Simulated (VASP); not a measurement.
# ReBi (zincblende type) (F-43m) in VASP: further runs

The runs below take ReBi (zincblende type) through single point, with PBE.

Program: VASP 6.6.1. These are calculated values, not measurements. Logs are shortened: lines on timing, memory, paths and dates and some standing lists are left out, and cuts for length are marked.

### Step 1. The cell of the first run

It takes space group F-43m (No. 216, cubic). The conventional cell has a = 5.192 Å, b = 5.192 Å, c = 5.192 Å, α = 90.00°, β = 90.00°, γ = 90.00°. Re (site symmetry -43m) has 4 Bi at 2.25 Å within 3.0 Å. Bi (site symmetry -43m) has 4 Re at 2.25 Å within 3.0 Å.

### Step 2. Single point, PBE (17.49 Å³/atom)

File INCAR:

```
SYSTEM = ReBi
  ALGO = Normal
  EDIFF = 1E-7
  ENCUT = 520
  GGA = PE
  ISIF = 2
  ISMEAR = -1
  LASPH = .TRUE.
  LCHARG = .TRUE.
  LELF = .TRUE.
  LREAL = .FALSE.
  LVHAR = .TRUE.
  LWAVE = .FALSE.
  NBANDS = 18
  NELM = 80
  PREC = Accurate
  SIGMA = 0.1
```

File KPOINTS:

```
k-points
0
G
  11 11 11
  0 0 0
```

File POSCAR:

```
ReBi
1.0
    0.0000000000      2.5959095560      2.5959095560
    2.5959095560      0.0000000000      2.5959095560
    2.5959095560      2.5959095560      0.0000000000
Re Bi
1 1
Direct
    0.0000000000      0.0000000000      0.0000000000
    0.2500000000      0.2500000000      0.2500000000
```

Potentials or basis: VASP PAW PBE potentials, release 64 (Re, Bi_d).

Launch:

```console
$ cat potpaw_PBE.64/Re/POTCAR potpaw_PBE.64/Bi_d/POTCAR > POTCAR
$ mpirun -np 1 vasp_std > vasp.out
```

OUTCAR:

```text
SYSTEM = ReBi
   EDIFF = 1E-7
   ENCUT = 520
   GGA = PE
   ISIF = 2
   ISMEAR = -1
   LASPH = .TRUE.
   LREAL = .FALSE.
   NELM = 80
   PREC = Accurate

 ion  position               nearest neighbor table
   1  0.000  0.000  0.000-   2 2.25   2 2.25   2 2.25   2 2.25
   2  0.250  0.250  0.250-   1 2.25   1 2.25   1 2.25   1 2.25

  LATTYP: Found a face centered cubic cell.
 ALAT       =     5.1918191120

  Lattice vectors:

 A1 = (   0.0000000000,   2.5959095560,   2.5959095560)
 A2 = (   2.5959095560,   0.0000000000,   2.5959095560)
 A3 = (   2.5959095560,   2.5959095560,   0.0000000000)

Analysis of symmetry for initial positions (statically):
=====================================================================
 Subroutine PRICEL returns:
 Original cell was already a primitive cell.

 Routine SETGRP: Setting up the symmetry group for a
 face centered cubic supercell.

 Subroutine GETGRP returns: Found 24 space group operations
 (whereof 24 operations were pure point group operations)
 out of a pool of 48 trial point group operations.

The static configuration has the point symmetry T_d .

Analysis of symmetry for dynamics (positions and initial velocities):
=====================================================================
 Subroutine PRICEL returns:
 Original cell was already a primitive cell.

 Routine SETGRP: Setting up the symmetry group for a
 face centered cubic supercell.

 Subroutine GETGRP returns: Found 24 space group operations
 (whereof 24 operations were pure point group operations)
 out of a pool of 48 trial point group operations.

The dynamic configuration has the point symmetry T_d .

 Subroutine INISYM returns: Found 24 space group operations
 (whereof 24 operations are pure point group operations),
 and found     1 'primitive' translations

----------------------------------------------------------------------------------------

                                     Primitive cell

  volume of cell :      34.9864

  direct lattice vectors                    reciprocal lattice vectors
     0.000000000  2.595909556  2.595909556    -0.192610717  0.192610717  0.192610717
     2.595909556  0.000000000  2.595909556     0.192610717 -0.192610717  0.192610717
     2.595909556  2.595909556  0.000000000     0.192610717  0.192610717 -0.192610717

[... 72 lines left out ...]
   NGXF,Y,Z  is equivalent  to a cutoff of  25.36, 25.36, 25.36 a.u.
 SYSTEM =  ReBi
   PREC   = accura    normal or accurate (medium, high low for compatibility)
   ISTART =      0    job   : 0-new  1-cont  2-samecut
   ICHARG =      2    charge: 1-file 2-atom 10-const
   ISPIN  =      1    spin polarized calculation?
   LNONCOLLINEAR =      F non collinear calculations
   LSORBIT =      F    spin-orbit coupling
   LASPH  =      T    aspherical Exc in radial PAW
   ENCUT  =  520.0 eV  38.22 Ry    6.18 a.u.   6.83  6.83  6.83*2*pi/ulx,y,z
   NELM   =     80;   NELMIN=  2; NELMDL= -5     # of ELM steps
   EDIFF  = 0.1E-06   stopping-criterion for ELM
   LREAL  =      F    real-space projection
   EDIFFG = 0.1E-05   stopping-criterion for IOM
   NSW    =      0    number of steps for IOM
   IBRION =     -1    ionic relax: 0-MD 1-quasi-New 2-CG
   NFREE  =      0    steps in history (QN), initial steepest desc. (CG)
   ISIF   =      2    stress and relaxation
   ISYM   =      2    0-nonsym 1-usesym 2-fastsym
   POTIM  = 0.5000    time-step for ionic-motion
   TEBEG  =    0.0;   TEEND  =   0.0 temperature during run
   PSTRESS=    0.0 pullay stress
   NELECT =      22.0000    total number of electrons
   NUPDOWN=      -1.0000    fix difference up-down
   EMIN   =  10.00;   EMAX   =-10.00  energy-range for DOS
   EFERMI =   0.00;   METHOD = LEGACY
   ISMEAR =    -1;   SIGMA  =   0.10  broadening in eV -4-tet -1-fermi 0-gaus
   EFERMI_NEDOS =   21; number of points for ismear=-14 and -15
   IALGO  =     38    algorithm
   IMIX   =      4    mixing-type and parameters
     AMIX     =   0.40;   BMIX     =  1.00
     AMIX_MAG =   1.60;   BMIX_MAG =  1.00
  volume/ion in A,a.u.               =      17.49       118.05
  Fermi-wavevector in a.u.,A,eV,Ry     =   1.402543  2.650422 26.764384  1.967127
  Thomas-Fermi vector in A             =   2.525294
   LORBIT       =      0    0 simple, 1 ext, 2 COOP (PROOUT), +10 PAW based schemes
   GGA     = PE    functional components
   LHFCALC =     F    Hartree Fock is set to
   AEXX    =    0.0000 exact exchange contribution
   IVDW    =     0    specifies the selected vdW correction
   LEPSILON=     F    determine dielectric tensor
   LRPA    =     F    only Hartree local field effects (RPA)
 non-spin polarized calculation
  energy-cutoff  :      520.00
  volume of cell :       34.99
 maximum number of plane-waves:       954
   NGX = 13   NGY = 13   NGZ = 13

 number of electron      22.0000007 magnetization

 Free energy of the ion-electron system (eV)
  ---------------------------------------------------
  ext. energy  EPLUGINS =         0.00000000
  ---------------------------------------------------
  free energy    TOTEN  =        -4.96734659 eV

  energy without entropy =       -4.91381509  energy(sigma->0) =       -4.94058084

 E-fermi :  10.9086     XC(G=0): -12.6104

 val. band max:       10.8440138589   @ k =  -0.3636   0.4545   0.1818
 cond. band min:      10.9383903539   @ k =  -0.4545   0.0909   0.0000
 fundamental gap:      0.0943764950
 Fermi energy:        10.9085941720

 k-point     1 :       0.0000    0.0000    0.0000
  band No.  band energies     occupation
      1     -12.4370      2.00000
      2     -12.4370      2.00000
      3     -12.4305      2.00000
      4     -12.4305      2.00000
      5     -12.4305      2.00000
      6      -4.0140      2.00000
[... 481 lines left out ...]
      5     -12.3283      2.00000
      6      -2.6508      2.00000
[... 10 lines left out ...]
     17      22.9455      0.00000
     18      24.0575      0.00000

 [... further k-points ...]
[... 5 lines left out ...]
  --------------------------------------------------------------------------------------
  -------------------------------------------------------------------------------------
  Total       33.5931800     33.5931800     33.5931800      0.0000000      0.0000000      0.0000000
  in kB     1538.3779001   1538.3779001   1538.3779001      0.0000000      0.0000000      0.0000000
  external PRESSURE =    1538.3779001 kB  Pullay stress =       0.0000000 kB

 VOLUME and BASIS-vectors are now :
 -----------------------------------------------------------------------------
  energy-cutoff  :      520.00
  volume of cell :       34.99
      direct lattice vectors                 reciprocal lattice vectors
     0.000000000  2.595909556  2.595909556    -0.192610717  0.192610717  0.192610717
     2.595909556  0.000000000  2.595909556     0.192610717 -0.192610717  0.192610717
     2.595909556  2.595909556  0.000000000     0.192610717  0.192610717 -0.192610717

 POSITION                                       TOTAL-FORCE (eV/Angst)
 -----------------------------------------------------------------------------------
      0.00000      0.00000      0.00000        -0.000000     -0.000000     -0.000000
      1.29795      1.29795      1.29795         0.000000      0.000000      0.000000
 -----------------------------------------------------------------------------------
    total drift:                                0.000000      0.000000      0.000000

  FREE ENERGIE OF THE ION-ELECTRON SYSTEM (eV)
  ---------------------------------------------------
  free  energy   TOTEN  =        -4.9673465866 eV

  energy  without entropy=       -4.9138150941  energy(sigma->0) =       -4.94058084
```

OSZICAR:

```text
N       E                     dE             d eps       ncg     rms          rms(c)
DAV:   1     0.170686381802E+03    0.17069E+03   -0.12292E+04  3060   0.168E+03
DAV:   2     0.450891451989E+01   -0.16618E+03   -0.16073E+03  3108   0.552E+02
DAV:   3    -0.527459227342E+01   -0.97835E+01   -0.96949E+01  3422   0.130E+02
DAV:   4    -0.545014670941E+01   -0.17555E+00   -0.17545E+00  3276   0.128E+01
DAV:   5    -0.545775086019E+01   -0.76042E-02   -0.76031E-02  3294   0.239E+00    0.399E+01
DAV:   6    -0.509770652705E+01    0.36004E+00   -0.45537E-01  3824   0.147E+01    0.288E+01
DAV:   7    -0.497645077190E+01    0.12126E+00   -0.11827E-01  3328   0.428E+00    0.467E+00
DAV:   8    -0.496761904378E+01    0.88317E-02   -0.78888E-03  3208   0.121E+00    0.203E-01
DAV:   9    -0.496734236716E+01    0.27668E-03   -0.10285E-03  3464   0.453E-01    0.251E-02
DAV:  10    -0.496734521085E+01   -0.28437E-05   -0.49016E-05  3272   0.838E-02    0.219E-02
DAV:  11    -0.496734602781E+01   -0.81697E-06   -0.39327E-06  3312   0.282E-02    0.645E-03
DAV:  12    -0.496734631597E+01   -0.28815E-06   -0.65779E-07  2800   0.143E-02    0.137E-03
DAV:  13    -0.496734647459E+01   -0.15862E-06   -0.23598E-08  1984   0.236E-03    0.964E-04
DAV:  14    -0.496734660680E+01   -0.13222E-06   -0.30342E-09  1480   0.159E-03    0.763E-04
DAV:  15    -0.496734658657E+01    0.20237E-07   -0.13617E-09  1392   0.893E-04
   1 F= -.49673466E+01 E0= -.49405808E+01  d E =-.535315E-01
```

stdout:

```text
POSCAR found type information on POSCAR ReBi
 POSCAR found :  2 types and       2 ions
 scaLAPACK will be used
 LDA part: xc-table for (Slater+PW92), standard interpolation
 POSCAR, INCAR and KPOINTS ok, starting setup
 FFT: planning ... GRIDC
 FFT: planning ... GRID_SOFT
 FFT: planning ... GRID
 WAVECAR not read
 entering main loop
```

Run time: 61 s. Hardware: 1 thread of Intel Xeon Platinum 8488C (Sapphire Rapids), shared host; peak memory 0.17 GiB.

Results:

- Free energy: -4.9673 eV
- Pressure: 153.8 GPa

Caveat: the cell stands under pressure; spin-orbit coupling is left out, which moves the levels of the heavy elements.

### Step 3. Single point, PBE (20.51 Å³/atom)

This run uses another cell than the first one, of 20.51 Å³/atom.

File INCAR:

```
SYSTEM = ReBi
PREC = Accurate
ENCUT = 520
EDIFF = 1E-7
ISMEAR = -1
SIGMA = 0.1
LREAL = .FALSE.
LASPH = .TRUE.
NELM = 60
ALGO = Normal
ISIF = 2
LWAVE = .FALSE.
LCHARG = .FALSE.
GGA = PE
NBANDS = 18
```

File KPOINTS:

```
regular mesh
0
G
  11 11 11
  0 0 0
```

File POSCAR:

```
ReBi
1.0
    0.0000000000      2.7372630200      2.7372630200
    2.7372630200      0.0000000000      2.7372630200
    2.7372630200      2.7372630200      0.0000000000
Re Bi
1 1
Direct
    0.0000000000      0.0000000000      0.0000000000
    0.2500000000      0.2500000000      0.2500000000
```

Potentials or basis: VASP PAW PBE potentials, release 64 (Re, Bi_d).

Launch:

```console
$ cat potpaw_PBE.64/Re/POTCAR potpaw_PBE.64/Bi_d/POTCAR > POTCAR
$ mpirun -np 1 vasp_std > vasp.out
```

It took 55 s on 1 thread of Intel Xeon Platinum 8488C (Sapphire Rapids), shared host; peak memory 0.19 GiB.

The run converged. Its results:

```
Free energy : -9.1459 eV
Pressure    : 76.5 GPa
```

Levels at points of the mesh, in eV from the Fermi level:
| k point | band 9 | band 10 | band 11 | band 12 | band 13 | band 14 |
| --- | --- | --- | --- | --- | --- | --- |
| (0.00, 0.00, 0.00) | -3.76 | -0.41 | -0.41 | 4.27 | 8.16 | 8.16 |

Caveat: the cell stands under pressure; spin-orbit coupling is left out, which moves the levels of the heavy elements.

### Step 4. Single point, PBE (23.53 Å³/atom)

This run uses another cell than the first one, of 23.53 Å³/atom.

File INCAR:

```
SYSTEM = ReBi
PREC = Accurate
ENCUT = 520
EDIFF = 1E-6
ISMEAR = -1
SIGMA = 0.1
LREAL = .FALSE.
LASPH = .TRUE.
NELM = 80
ALGO = Normal
ISIF = 2
LWAVE = .FALSE.
LCHARG = .TRUE.
GGA = PE
LELF = .TRUE.
LVHAR = .TRUE.
NBANDS = 18
```

File KPOINTS:

```
Automatic mesh
0
G
  11 11 11
  0 0 0
```

File POSCAR:

```
ReBi
1.0
    0.0000000000      2.8653549392      2.8653549392
    2.8653549392      0.0000000000      2.8653549392
    2.8653549392      2.8653549392      0.0000000000
Re Bi
1 1
Direct
    0.0000000000      0.0000000000      0.0000000000
    0.2500000000      0.2500000000      0.2500000000
```

Launch:

```console
$ cat potpaw_PBE.64/Re/POTCAR potpaw_PBE.64/Bi_d/POTCAR > POTCAR
$ mpirun -np 1 vasp_std > vasp.out
```

Wall time 60 s (1 thread of Intel Xeon Platinum 8488C (Sapphire Rapids), shared host); peak memory 0.19 GiB.

The run converged. Its results:

| Property | Result |
| --- | --- |
| Free energy | -11.1867 eV |
| Pressure | 36.0 GPa |

Levels at points of the mesh, in eV from the Fermi level:
| k point | band 8 | band 9 | band 10 | band 11 | band 12 | band 13 | band 14 | band 15 |
| --- | --- | --- | --- | --- | --- | --- | --- | --- |
| (0.00, 0.00, 0.00) | -3.29 | -3.29 | -0.34 | -0.34 | 3.58 | 7.48 | 7.48 | 7.48 |

Caveat: the cell stands under pressure; spin-orbit coupling is left out, which moves the levels of the heavy elements.

### Step 5. Single point, PBE (23.53 Å³/atom)

This run uses another cell than the first one, of 23.53 Å³/atom.

File INCAR:

```
ALGO = Normal
EDIFF = 1E-7
ENCUT = 520
GGA = PE
ISIF = 2
ISMEAR = -1
LASPH = T
LCHARG = F
LREAL = F
LWAVE = F
NBANDS = 18
NELM = 100
PREC = Accurate
SIGMA = 0.1
```

File KPOINTS:

```
k-points
0
Gamma
  11 11 11
```

POSCAR is that of step 4.

Launch:

```console
$ cat potpaw_PBE.64/Re/POTCAR potpaw_PBE.64/Bi_d/POTCAR > POTCAR
$ mpirun -np 1 vasp_std > vasp.out
```

It took 62 s on 1 thread of Intel Xeon Platinum 8488C (Sapphire Rapids), shared host; peak memory 0.2 GiB.

The run converged. Its results:

| Item | Value |
| --- | --- |
| Free energy | -11.1867 eV |
| Pressure | 36.0 GPa |

Levels at points of the mesh, in eV from the Fermi level:
| k point | band 8 | band 9 | band 10 | band 11 | band 12 | band 13 | band 14 | band 15 |
| --- | --- | --- | --- | --- | --- | --- | --- | --- |
| (0.00, 0.00, 0.00) | -3.29 | -3.29 | -0.34 | -0.34 | 3.58 | 7.48 | 7.48 | 7.48 |

Caveat: the cell stands under pressure; spin-orbit coupling is left out, which moves the levels of the heavy elements.

### Step 6. Single point, PBE (26.54 Å³/atom)

This run uses another cell than the first one, of 26.54 Å³/atom.

File INCAR:

```
PREC = Accurate
ENCUT = 520
EDIFF = 1E-7
ISMEAR = -1
SIGMA = 0.1
LREAL = False
LASPH = True
NELM = 100
ALGO = Normal
ISIF = 2
LWAVE = False
LCHARG = True
GGA = PE
LELF = True
LVHAR = True
NBANDS = 18
```

File KPOINTS:

```
regular mesh
0
Gamma
  11 11 11
```

File POSCAR:

```
ReBi
1.0
    0.0000000000      2.9829166390      2.9829166390
    2.9829166390      0.0000000000      2.9829166390
    2.9829166390      2.9829166390      0.0000000000
Re Bi
1 1
Direct
    0.0000000000      0.0000000000      0.0000000000
    0.2500000000      0.2500000000      0.2500000000
```

Potentials or basis: VASP PAW PBE potentials, release 64 (Re, Bi_d).

Launch:

```console
$ cat potpaw_PBE.64/Re/POTCAR potpaw_PBE.64/Bi_d/POTCAR > POTCAR
$ mpirun -np 1 vasp_std > vasp.out
```

It took 51 s on 1 thread of Intel Xeon Platinum 8488C (Sapphire Rapids), shared host; peak memory 0.21 GiB.

The run converged. Its results:

```
Free energy : -12.0886 eV
Pressure    : 14.0 GPa
```

Levels at points of the mesh, in eV from the Fermi level:
| k point | band 9 | band 10 | band 11 | band 12 | band 13 | band 14 |
| --- | --- | --- | --- | --- | --- | --- |
| (0.00, 0.00, 0.00) | -2.92 | -0.29 | -0.29 | 2.93 | 6.63 | 6.63 |

Caveat: the cell stands under pressure; spin-orbit coupling is left out, which moves the levels of the heavy elements.

### Step 7. Summary

```tsv
cell	pressure (GPa)
a = 3.671 Å, angles 60.0°, 2 atoms	153.8
a = 3.871 Å, angles 60.0°, 2 atoms	76.5
a = 4.052 Å, angles 60.0°, 2 atoms	36.0
a = 4.218 Å, angles 60.0°, 2 atoms	14.0
```

Alike in all rows: task single point; level PBE; potentials or basis VASP PAW PBE potentials, release 64 (Re, Bi_d); no spin polarisation; k mesh 11 × 11 × 11; cutoff (eV) 520; smearing fermi-dirac 0.1 eV.

Caveats: the cell stands under pressure; spin-orbit coupling is left out, which moves the levels of the heavy elements.

Total energies depend on the potentials used, so only differences within one code and one set of settings carry meaning.
